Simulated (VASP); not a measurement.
A run of VASP 6.6.1 is set up as follows.

The input INCAR:

```
SYSTEM = TiB2
PREC = Accurate
ENCUT = 520
EDIFF = 1E-7
ISMEAR = 0
SIGMA = 0.15
LREAL = .False.
LASPH = .True.
NELM = 80
ALGO = Normal
ISIF = 2
LWAVE = .False.
LCHARG = .False.
GGA = PE
NBANDS = 16
```

KPOINTS

```
Automatic mesh
0
Gamma
  18 18 14
  0 0 0
```

File POSCAR:

```
TiB2
1.0
    3.0924409500      0.0000000000      0.0000000000
   -1.5462204750      2.6781324224      0.0000000000
    0.0000000000      0.0000000000      3.2242295241
Ti B
1 2
Direct
    0.0000000000      0.0000000000      0.0000000000
    0.3333333333      0.6666666667      0.5000000000
    0.6666666667      0.3333333333      0.5000000000
```

Potentials or basis: VASP PAW PBE potentials, release 64 (Ti_sv, B).

Run with:

```console
$ cat potpaw_PBE.64/Ti_sv/POTCAR potpaw_PBE.64/B/POTCAR > POTCAR
$ mpirun -np 1 vasp_std > vasp.out
```

Problem. Predict the pressure.

Solution. -9.8 GPa.

Problem. Predict the band gap on the k mesh.

Solution. Zero (band 9 reaches 9.86 eV, above the bottom of band 10 at 9.26 eV).

Stress tensor (GPa, compression positive):
```
-12.94   0.00   0.00
  0.00 -12.94   0.00
  0.00   0.00  -3.53
```

Caveat: the cell differs from its parent crystal (strain +0.0200 x Voigt [1, 1, 0, 0, 0, 0]).
